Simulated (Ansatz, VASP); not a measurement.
One calculation of AlGa3N4, two programs

Contents of POSCAR:

```
AlGa3N4
1.0
    4.2420772296      0.0000000000      0.0000000000
    0.0000000000      4.2420772296      0.0000000000
    0.0000000000      0.0000000000      4.3537108409
Al Ga N
1 3 4
Direct
    0.0000000000      0.0000000000      0.0000000000
    0.5000000000      0.5000000000      0.0000000000
    0.5000000000      0.0000000000      0.5000000000
    0.0000000000      0.5000000000      0.5000000000
    0.7553510553      0.7553510553      0.2446489447
    0.7553510553      0.2446489447      0.7553510553
    0.2446489447      0.7553510553      0.7553510553
    0.2446489447      0.2446489447      0.2446489447
```

INCAR.step1

```
PREC     = Accurate       # precision mode
ENCUT    = 520            # plane-wave cutoff, eV
ISMEAR   = 0              # smearing method
SIGMA    = 0.05           # smearing width, eV
LREAL    = False          # projectors in reciprocal space
LASPH    = True           # aspherical terms in the spheres
NELM     = 80             # most SCF steps
NBANDS   = 41             # bands
GGA      = PE             # functional
ALGO     = Normal         # electronic algorithm
EDIFF    = 1E-4           # SCF threshold, eV
LWAVE    = True           # write WAVECAR
LCHARG   = False          # write CHGCAR
```

The input INCAR.step2:

```
PREC     = Accurate       # precision mode
ENCUT    = 520            # plane-wave cutoff, eV
EDIFF    = 1E-6           # SCF threshold, eV
ISMEAR   = 0              # smearing method
SIGMA    = 0.05           # smearing width, eV
LREAL    = False          # projectors in reciprocal space
LASPH    = True           # aspherical terms in the spheres
NELM     = 80             # most SCF steps
ALGO     = Normal         # electronic algorithm
ISIF     = 2              # what is computed and relaxed
LWAVE    = False          # write WAVECAR
LCHARG   = True           # write CHGCAR
METAGGA  = R2SCAN         # meta-GGA
LMIXTAU  = True         
LELF     = True           # ELF
LVHAR    = True         
NBANDS   = 41             # bands
ISTART   = 1
```

The input KPOINTS:

```
Automatic mesh
0
Gamma
  6 6 6
```

Input for Ansatz:

```yaml
crystal:
  lattice:
    - [4.2420772296, 0.0, 0.0]
    - [0.0, 4.2420772296, 0.0]
    - [0.0, 0.0, 4.3537108409]
  atoms:
    - { symbol: Al, position: [0.0, 0.0, 0.0] }
    - { symbol: Ga, position: [0.5, 0.5, 0.0] }
    - { symbol: Ga, position: [0.5, 0.0, 0.5] }
    - { symbol: Ga, position: [0.0, 0.5, 0.5] }
    - { symbol: "N", position: [0.7553510553, 0.7553510553, 0.2446489447] }
    - { symbol: "N", position: [0.7553510553, 0.2446489447, 0.7553510553] }
    - { symbol: "N", position: [0.2446489447, 0.7553510553, 0.7553510553] }
    - { symbol: "N", position: [0.2446489447, 0.2446489447, 0.2446489447] }
basis:
  ecutwfc: 500
kpoints:
  mp_grid: { grid: [6, 6, 6] }
hamiltonian:
  xc: r2scan
scf:
  occupations: { method: gaussian, width: 0.05 }
output:
  forces: true
  stress: true
  eigenvalues: true
```

Change from the starting cell: strain -0.050 along x and y, -0.025 along z, atoms carried along.

Alike in both runs: task single point; functional r2SCAN; k mesh 6 × 6 × 6; occupations gaussian, width 0.05 eV; no spin polarisation.

|  | VASP | Ansatz |
| --- | --- | --- |
| version | VASP 6.6.1 | Ansatz 0.2.0 |
| potentials or method | VASP PAW PBE potentials, release 64 (Al, Ga_d, N), cutoff 520 eV | scalar-relativistic, plane waves, PAW |
| valence electrons in the cell | 62 | 62 |

```tsv
	VASP	Ansatz	Ansatz less VASP
gap on the k mesh at the Fermi level (eV)	3.72	3.72	+0.004
least direct gap on the mesh (eV)	3.72	3.72	+0.004
pressure (GPa)	34.5	33.3	-1.17
traceless stress, the component that is largest in VASP (GPa)	-2.01	-2.19	-0.181
rms of the force components (eV/Å)	0.061	0.027	-0.0344
```

VASP's potentials were made for PBE, not for r2SCAN. Atom by atom the forces differ by 0.037 eV/Å (rms over components). Both programs put the cell under a high pressure, so it lies far from rest at this level. The functional is the same, so the differences come from potentials, cutoffs and numerics.
